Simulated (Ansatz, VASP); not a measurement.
One calculation of Hf2C, two programs

```
CELL_PARAMETERS angstrom
-2.91338 2.91338 2.53029
2.91338 -2.91338 2.53029
2.91338 2.91338 -2.53029
ATOMIC_POSITIONS crystal
Hf 0.82819 0.67181 0.50000
Hf 0.32819 0.82819 0.15639
Hf 0.17181 0.32819 0.50000
Hf 0.67181 0.17181 0.84361
C 0.75000 0.75000 0.00000
C 0.25000 0.25000 0.00000
```

Alike in both runs: functional PBEsol; k mesh 6 × 6 × 6; occupations gaussian, width 0.1 eV; no spin polarisation.

Ansatz relaxed the structure, and its values are those at the end. VASP's run is a single point on that final structure, the one shown.

```csv
,VASP,Ansatz
version,VASP 6.6.1,Ansatz 0.2.0
potentials or method,"VASP PAW PBE potentials, release 64 (Hf_pv, C), cutoff 520 eV","scalar-relativistic, plane waves, PAW"
valence electrons in the cell,48,112
```

```csv
,VASP,Ansatz,Ansatz less VASP
gap on the k mesh at the Fermi level (eV),none,none,-
pressure (GPa),-1.0,-0.3,+0.71
rms of the force components (eV/Å),0.010,0.014,+0.0043
```

VASP's potentials were made for PBE, not for PBEsol. A gap of «none» marks a metal or a gap that the smearing closes. The functional is the same, so the differences come from potentials, cutoffs and numerics. VASP's potentials hold 48 valence electrons a cell and Ansatz's 112, so a difference there can come from the potentials and not from the codes.

Neither program's run includes spin-orbit coupling.
